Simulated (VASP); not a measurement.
# Sc (I4/mmm) in VASP: notebook

Runs on Sc. Level: PBEsol. Tasks: single point.

Everything below comes from runs of VASP 6.6.1. Logs are shortened: lines on timing, memory, paths and dates and some standing lists are left out, and cuts for length are marked.

## (1) The cell of the first run

It takes space group I4/mmm (No. 139, tetragonal). The conventional cell has a = 3.211 Å, b = 3.211 Å, c = 4.677 Å, α = 90.00°, β = 90.00°, γ = 90.00°. Within 4.2 Å of Sc (site symmetry 4/mmm) lie 12 Sc at 3.21 to 3.26 Å.

## (2) Single point, PBEsol (strain +0.000 along x and y, +0.030 along z)

Input file INCAR:

```
ALGO = Fast
EDIFF = 1E-6
ENCUT = 520
GGA = PS
ISIF = 2
ISMEAR = 0
LASPH = T
LCHARG = T
LELF = T
LREAL = F
LVHAR = T
LWAVE = F
NBANDS = 12
NELM = 80
PREC = Accurate
SIGMA = 0.15
```

Input file KPOINTS:

```
k-points
0
Gamma
  18 18 18
```

Input file POSCAR:

```
Sc
1.0
    0.0000000000      2.2705000000      2.3386150000
    2.2705000000      0.0000000000      2.3386150000
    2.2705000000      2.2705000000      0.0000000000
Sc
1
Direct
    0.0000000000      0.0000000000      0.0000000000
```

Potentials or basis: VASP PAW PBE potentials, release 64 (Sc_sv).

Command:

```sh
cat potpaw_PBE.64/Sc_sv/POTCAR > POTCAR
mpirun -np 1 vasp_std > vasp.out
```

OUTCAR:

```text
EDIFF = 1E-6
   ENCUT = 520
   GGA = PS
   ISIF = 2
   ISMEAR = 0
   LASPH = T
   LREAL = F
   NELM = 80
   PREC = Accurate

 ion  position               nearest neighbor table
   1  0.000  0.000  0.000-

  LATTYP: Found a body centered tetragonal cell.
 ALAT       =     3.2109718934
 C/A-ratio  =     1.4566399692

  Lattice vectors:

 A1 = (  -2.2705000000,   0.0000000000,   2.3386150000)
 A2 = (   2.2705000000,   0.0000000000,   2.3386150000)
 A3 = (   0.0000000000,   2.2705000000,  -2.3386150000)

Analysis of symmetry for initial positions (statically):
=====================================================================
 Subroutine PRICEL returns:
 Original cell was already a primitive cell.

 Routine SETGRP: Setting up the symmetry group for a
 body centered tetragonal supercell.

 Subroutine GETGRP returns: Found 16 space group operations
 (whereof 16 operations were pure point group operations)
 out of a pool of 16 trial point group operations.

The static configuration has the point symmetry D_4h.

Analysis of symmetry for dynamics (positions and initial velocities):
=====================================================================
 Subroutine PRICEL returns:
 Original cell was already a primitive cell.

 Routine SETGRP: Setting up the symmetry group for a
 body centered tetragonal supercell.

 Subroutine GETGRP returns: Found 16 space group operations
 (whereof 16 operations were pure point group operations)
 out of a pool of 16 trial point group operations.

The dynamic configuration has the point symmetry D_4h.

 Subroutine INISYM returns: Found 16 space group operations
 (whereof 16 operations are pure point group operations),
 and found     1 'primitive' translations

----------------------------------------------------------------------------------------

                                     Primitive cell

  volume of cell :      24.1119

  direct lattice vectors                    reciprocal lattice vectors
     0.000000000  2.270500000  2.338615000    -0.220215811  0.220215811  0.213801759
     2.270500000  0.000000000  2.338615000     0.220215811 -0.220215811  0.213801759
     2.270500000  2.270500000  0.000000000     0.220215811  0.220215811 -0.213801759

  length of vectors
     3.259492348  3.259492348  3.210971893     0.377758123  0.377758123  0.377758123

  position of ions in fractional coordinates (direct lattice)
     0.000000000  0.000000000  0.000000000

  ion indices of the primitive-cell ions
   primitive index   ion index
                 1           1

----------------------------------------------------------------------------------------

 KPOINTS: k-points

Automatic generation of k-mesh.
 Grid dimensions read from file:
 generate k-points for:   18   18   18

 Generating k-lattice:

  Cartesian coordinates                     Fractional coordinates (reciprocal lattice)
    -0.012234212  0.012234212  0.011877875     0.055555556  0.000000000  0.000000000
     0.012234212 -0.012234212  0.011877875     0.000000000  0.055555556  0.000000000
     0.012234212  0.012234212 -0.011877875     0.000000000  0.000000000  0.055555556

  Length of vectors
     0.020986562  0.020986562  0.020986562

  Shift w.r.t. Gamma in fractional coordinates (k-lattice)
     0.000000000  0.000000000  0.000000000

 Subroutine IBZKPT returns following result:
 ===========================================

 Found    480 irreducible k-points:

 Following reciprocal coordinates:
            Coordinates               Weight
  0.000000  0.000000  0.000000      1.000000
  0.055556  0.000000  0.000000      8.000000
  0.111111  0.000000  0.000000      8.000000
  0.166667  0.000000  0.000000      8.000000
  0.222222  0.000000  0.000000      8.000000
  0.277778  0.000000  0.000000      8.000000
[... 16 lines left out ...]
 -0.277778  0.055556  0.000000      8.000000
 -0.222222  0.055556  0.000000      8.000000
 [... further k-points ...]
   k-points           NKPTS =    480   k-points in BZ     NKDIM =    480   number of bands    NBANDS=     12
   number of dos      NEDOS =    301   number of ions     NIONS =      1
   total plane-waves  NPLWV =  13824
   dimension x,y,z NGX =    24 NGY =   24 NGZ =   24
   dimension x,y,z NGXF=    48 NGYF=   48 NGZF=   48
   ions per type =               1
   NGX,Y,Z   is equivalent  to a cutoff of  12.24, 12.24, 12.43 a.u.
   NGXF,Y,Z  is equivalent  to a cutoff of  24.48, 24.48, 24.85 a.u.
 SYSTEM =  unknown system
   PREC   = accura    normal or accurate (medium, high low for compatibility)
   ISTART =      0    job   : 0-new  1-cont  2-samecut
   ICHARG =      2    charge: 1-file 2-atom 10-const
   ISPIN  =      1    spin polarized calculation?
   LNONCOLLINEAR =      F non collinear calculations
   LSORBIT =      F    spin-orbit coupling
   LASPH  =      T    aspherical Exc in radial PAW
   ENCUT  =  520.0 eV  38.22 Ry    6.18 a.u.   6.06  6.06  5.97*2*pi/ulx,y,z
   NELM   =     80;   NELMIN=  2; NELMDL= -5     # of ELM steps
   EDIFF  = 0.1E-05   stopping-criterion for ELM
   LREAL  =      F    real-space projection
   EDIFFG = 0.1E-04   stopping-criterion for IOM
   NSW    =      0    number of steps for IOM
   IBRION =     -1    ionic relax: 0-MD 1-quasi-New 2-CG
   NFREE  =      0    steps in history (QN), initial steepest desc. (CG)
   ISIF   =      2    stress and relaxation
   ISYM   =      2    0-nonsym 1-usesym 2-fastsym
   POTIM  = 0.5000    time-step for ionic-motion
   TEBEG  =    0.0;   TEEND  =   0.0 temperature during run
   PSTRESS=    0.0 pullay stress
   NELECT =      11.0000    total number of electrons
   NUPDOWN=      -1.0000    fix difference up-down
   EMIN   =  10.00;   EMAX   =-10.00  energy-range for DOS
   EFERMI =   0.00;   METHOD = LEGACY
   ISMEAR =     0;   SIGMA  =   0.15  broadening in eV -4-tet -1-fermi 0-gaus
   EFERMI_NEDOS =   21; number of points for ismear=-14 and -15
   IALGO  =     68    algorithm
   IMIX   =      4    mixing-type and parameters
     AMIX     =   0.40;   BMIX     =  1.00
     AMIX_MAG =   1.60;   BMIX_MAG =  1.00
  volume/ion in A,a.u.               =      24.11       162.72
  Fermi-wavevector in a.u.,A,eV,Ry     =   1.260265  2.381555 21.609690  1.588267
  Thomas-Fermi vector in A             =   2.393783
   LORBIT       =      0    0 simple, 1 ext, 2 COOP (PROOUT), +10 PAW based schemes
   GGA     = PS    functional components
   LHFCALC =     F    Hartree Fock is set to
   AEXX    =    0.0000 exact exchange contribution
   IVDW    =     0    specifies the selected vdW correction
   LEPSILON=     F    determine dielectric tensor
   LRPA    =     F    only Hartree local field effects (RPA)
 non-spin polarized calculation
 RMM-DIIS sequential band-by-band and
 Gauss-broadening in eV      SIGMA  =   0.15
  energy-cutoff  :      520.00
  volume of cell :       24.11
 maximum number of plane-waves:       662
   NGX = 13   NGY = 13   NGZ = 11

 number of electron      10.9999997 magnetization

 Free energy of the ion-electron system (eV)
  ---------------------------------------------------
  ext. energy  EPLUGINS =         0.00000000
  ---------------------------------------------------
  free energy    TOTEN  =        -6.56682645 eV

  energy without entropy =       -6.54518626  energy(sigma->0) =       -6.55600635

 E-fermi :   3.7647     XC(G=0): -10.0775

 val. band max:        3.7645399362   @ k =  -0.3333   0.1667   0.1111
 cond. band min:       3.7648094662   @ k =  -0.3889   0.0000   0.1667
 fundamental gap:      0.0002695299
 Fermi energy:         3.7647249890

 k-point     1 :       0.0000    0.0000    0.0000
  band No.  band energies     occupation
      1     -45.3997      2.00000
      2     -23.8895      2.00000
      3     -23.8895      2.00000
      4     -23.8887      2.00000
      5      -1.4762      2.00000
      6       5.2407      0.00000
      7       5.4406      0.00000
      8       5.4406      0.00000
      9       6.6726      0.00000
     10       6.9068      0.00000
     11      16.4202      0.00000
     12      19.5414      0.00000

 k-point     2 :       0.0556    0.0000    0.0000
  band No.  band energies     occupation
      1     -45.3977      2.00000
      2     -23.9028      2.00000
      3     -23.8910      2.00000
      4     -23.8909      2.00000
      5      -1.3959      2.00000
      6       5.2346      0.00000
      7       5.4159      0.00000
      8       5.4714      0.00000
      9       6.6537      0.00000
     10       6.8819      0.00000
     11      16.4983      0.00000
     12      19.1125      0.00000

 k-point     3 :       0.1111    0.0000    0.0000
  band No.  band energies     occupation
      1     -45.3920      2.00000
      2     -23.9416      2.00000
      3     -23.8966      2.00000
      4     -23.8952      2.00000
      5      -1.1594      2.00000
      6       5.1244      0.00000
      7       5.4341      0.00000
      8       5.5529      0.00000
      9       6.6148      0.00000
     10       6.8220      0.00000
     11      16.6346      0.00000
     12      17.9519      0.00000

 k-point     4 :       0.1667    0.0000    0.0000
  band No.  band energies     occupation
      1     -45.3831      2.00000
      2     -24.0004      2.00000
      3     -23.9053      2.00000
      4     -23.9016      2.00000
      5      -0.7798      2.00000
      6       4.8999      0.00000
      7       5.4965      0.00000
      8       5.6478      0.00000
      9       6.6099      0.00000
     10       6.7743      0.00000
     11      16.1770      0.00000
     12      17.2709      0.00000

 k-point     5 :       0.2222    0.0000    0.0000
  band No.  band energies     occupation
      1     -45.3723      2.00000
      2     -24.0719      2.00000
      3     -23.9160      2.00000
      4     -23.9094      2.00000
      5      -0.2809      2.00000
      6       4.6379      0.00000
      7       5.5074      0.00000
      8       5.6924      0.00000
      9       6.7099      0.00000
     10       6.8112      0.00000
     11      14.9843      0.00000
     12      17.1450      0.00000
[... 228 lines left out ...]
      1     -45.3374      2.00000
      2     -24.2864      2.00000
      3     -23.9604      2.00000
      4     -23.9320      2.00000
      5       1.6719      2.00000
      6       4.0166      0.01755
      7       5.1594      0.00000
      8       5.4670      0.00000
      9       7.4014      0.00000
     10       7.7549      0.00000
     11      11.3433      0.00000
     12      15.9346      0.00000

 k-point    22 :      -0.3333    0.0556    0.0000
  band No.  band energies     occupation
      1     -45.3452      2.00000
      2     -24.2384      2.00000
      3     -23.9537      2.00000
      4     -23.9247      2.00000
      5       1.1738      2.00000
      6       4.1088      0.00118
      7       5.2535      0.00000
      8       5.5565      0.00000
      9       7.1345      0.00000
     10       7.5256      0.00000
     11      12.2446      0.00000
     12      16.2298      0.00000

 k-point    23 :      -0.2778    0.0556    0.0000
  band No.  band energies     occupation
      1     -45.3553      2.00000
      2     -24.1748      2.00000
      3     -23.9438      2.00000
      4     -23.9162      2.00000
      5       0.5792      2.00000
      6       4.2819      0.00000
      7       5.3653      0.00000
      8       5.6646      0.00000
      9       6.8580      0.00000
     10       7.2447      0.00000
     11      13.3532      0.00000
     12      16.5915      0.00000

 k-point    24 :      -0.2222    0.0556    0.0000
  band No.  band energies     occupation
      1     -45.3667      2.00000
      2     -24.1029      2.00000
      3     -23.9320      2.00000
      4     -23.9077      2.00000
      5      -0.0168      2.00000
      6       4.5175      0.00000
      7       5.4551      0.00000
      8       5.7416      0.00000
      9       6.6499      0.00000
     10       6.9828      0.00000
     11      14.5726      0.00000
     12      16.9133      0.00000

 [... further k-points ...]

------------------------ aborting loop because EDIFF is reached ----------------------------------------

  FORCE on cell =-STRESS in cart. coord.  units (eV):
  Direction    XX          YY          ZZ          XY          YZ          ZX
  --------------------------------------------------------------------------------------
  -------------------------------------------------------------------------------------
  Total       -0.1287386     -0.1287386     -0.2661925      0.0000000     -0.0000000      0.0000000
  in kB       -8.5543627     -8.5543627    -17.6878311      0.0000000     -0.0000000      0.0000000
  external PRESSURE =     -11.5988522 kB  Pullay stress =       0.0000000 kB

 VOLUME and BASIS-vectors are now :
 -----------------------------------------------------------------------------
  energy-cutoff  :      520.00
  volume of cell :       24.11
      direct lattice vectors                 reciprocal lattice vectors
     0.000000000  2.270500000  2.338615000    -0.220215811  0.220215811  0.213801759
     2.270500000  0.000000000  2.338615000     0.220215811 -0.220215811  0.213801759
     2.270500000  2.270500000  0.000000000     0.220215811  0.220215811 -0.213801759

 POSITION                                       TOTAL-FORCE (eV/Angst)
 -----------------------------------------------------------------------------------
      0.00000      0.00000      0.00000        -0.000000      0.000000      0.000000
 -----------------------------------------------------------------------------------
    total drift:                               -0.000000     -0.000000      0.000000

  FREE ENERGIE OF THE ION-ELECTRON SYSTEM (eV)
  ---------------------------------------------------
  free  energy   TOTEN  =        -6.5668264481 eV

  energy  without entropy=       -6.5451862563  energy(sigma->0) =       -6.55600635
```

Run time: 95 s. Hardware: 1 thread of Oxide Virtual Turin-like, shared host; peak memory 0.21 GiB.

Results:

| Quantity | Value |
| --- | --- |
| Free energy | -6.5668 eV |
| Pressure | -1.2 GPa |
| Band gap on the k mesh | zero (an odd number of electrons rules out a gap without spin polarisation) |

Stress tensor (GPa, compression positive):
```
-0.86  0.00  0.00
 0.00 -0.86  0.00
 0.00  0.00 -1.77
```

Levels at points of the mesh, in eV from the Fermi level:
| k point | band 1 | band 2 | band 3 | band 4 | band 5 | band 6 | band 7 | band 8 | band 9 | band 10 |
| --- | --- | --- | --- | --- | --- | --- | --- | --- | --- | --- |
| (0.00, 0.00, 0.00) | -49.16 | -27.65 | -27.65 | -27.65 | -5.24 | 1.48 | 1.68 | 1.68 | 2.91 | 3.14 |
| (0.50, 0.00, 0.00) | -49.10 | -28.09 | -27.72 | -27.70 | -1.80 | 0.28 | 1.38 | 1.60 | 3.91 | 4.00 |
| (0.50, 0.50, 0.00) | -49.08 | -28.05 | -27.79 | -27.79 | -1.60 | -0.62 | 1.71 | 3.96 | 4.20 | 4.20 |
| (0.50, 0.00, 0.50) | -49.07 | -28.06 | -27.83 | -27.80 | -1.56 | -0.68 | 2.14 | 3.94 | 4.13 | 4.28 |

Caveat: the cell differs from its parent crystal (strain +0.000 along x and y, +0.030 along z); the PAW data sets were made with another functional, which shifts forces and pressure a little.

## (3) Single point, PBEsol (strain +0.015 along x and y, +0.000 along z)

Input file INCAR:

```
SYSTEM = Sc
PREC = Accurate
ENCUT = 520
EDIFF = 1E-6
ISMEAR = 0
SIGMA = 0.15
LREAL = .False.
LASPH = .True.
NELM = 100
ALGO = Normal
ISIF = 2
LWAVE = .False.
LCHARG = .True.
GGA = PS
LELF = .True.
LVHAR = .True.
NBANDS = 12
```

Input file KPOINTS:

```
Automatic mesh
0
Gamma
  18 18 18
  0 0 0
```

Input file POSCAR:

```
Sc
1.0
    0.0000000000      2.3045575000      2.2705000000
    2.3045575000      0.0000000000      2.2705000000
    2.3045575000      2.3045575000      0.0000000000
Sc
1
Direct
    0.0000000000      0.0000000000      0.0000000000
```

Potentials or basis: VASP PAW PBE potentials, release 64 (Sc_sv).

Command:

```sh
cat potpaw_PBE.64/Sc_sv/POTCAR > POTCAR
mpirun -np 1 vasp_std > vasp.out
```

Run time: 2 min. Hardware: 1 thread of Oxide Virtual Turin-like, shared host; peak memory 0.21 GiB.

The run converged. Its results:

| Quantity | Value |
| --- | --- |
| Free energy | -6.5678 eV |
| Pressure | -1.1 GPa |
| Band gap on the k mesh | zero (an odd number of electrons rules out a gap without spin polarisation) |

Stress tensor (GPa, compression positive):
```
-1.24  0.00  0.00
 0.00 -1.24  0.00
 0.00  0.00 -0.83
```

Levels at points of the mesh, in eV from the Fermi level:
```tsv
k point	band 1	band 2	band 3	band 4	band 5	band 6	band 7	band 8	band 9	band 10
(0.00, 0.00, 0.00)	-49.16	-27.65	-27.65	-27.65	-5.24	1.57	1.57	1.67	2.97	3.08
(0.50, 0.00, 0.00)	-49.10	-28.09	-27.72	-27.71	-1.80	0.28	1.44	1.55	3.93	3.98
(0.50, 0.50, 0.00)	-49.07	-28.06	-27.81	-27.81	-1.56	-0.68	2.14	3.95	4.20	4.20
(0.50, 0.00, 0.50)	-49.08	-28.06	-27.81	-27.80	-1.58	-0.65	1.92	3.95	4.16	4.24
```

Caveat: the cell differs from its parent crystal (strain +0.015 along x and y, +0.000 along z); the PAW data sets were made with another functional, which shifts forces and pressure a little.
